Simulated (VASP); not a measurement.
Here is a VASP 6.6.1 calculation.

The input INCAR:

```
SYSTEM = BN
PREC     = Accurate       ! precision mode
ENCUT    = 520            ! plane-wave cutoff, eV
EDIFF    = 1E-7           ! SCF threshold, eV
ISMEAR   = 0              ! smearing method
SIGMA    = 0.05           ! smearing width, eV
LREAL    = .False.        ! projectors in reciprocal space
LASPH    = .True.         ! aspherical terms in the spheres
NELM     = 60             ! most SCF steps
ALGO     = Normal         ! electronic algorithm
ISIF     = 2              ! what is computed and relaxed
LWAVE    = .False.        ! write WAVECAR
LCHARG   = .True.         ! write CHGCAR
GGA      = CA             ! functional
LELF     = .True.         ! ELF
LVHAR    = .True.       
NBANDS   = 16             ! bands
```

KPOINTS

```
Automatic mesh
0
Gamma
  12 12 4
  0 0 0
```

File POSCAR:

```
BN
1.0
    2.5039917043      0.0000000000      0.0000000000
   -1.2519958522      2.1685204268      0.0000000000
    0.0000000000      0.0000000000      6.6612000000
B N
2 2
Direct
    0.3333333333      0.6666666667      0.2500000000
    0.6666666667      0.3333333333      0.7500000000
    0.3333333333      0.6666666667      0.7500000000
    0.6666666667      0.3333333333      0.2500000000
```

Potentials or basis: VASP PAW LDA potentials, release 64 (B, N).

Command:

```console
$ cat potpaw_LDA.64/B/POTCAR potpaw_LDA.64/N/POTCAR > POTCAR
$ mpirun -np 1 vasp_std > vasp.out
```

What does it give for the band gap on the k mesh?

4.08 eV (least direct gap 4.50 eV).

What does it give for the pressure?

-4.2 GPa.

Stress tensor (GPa, compression positive):
```
-5.84  0.00  0.00
 0.00 -5.84  0.00
 0.00  0.00 -0.79
```

Caveat: the cell stands under tension. A k mesh can miss the band edges.
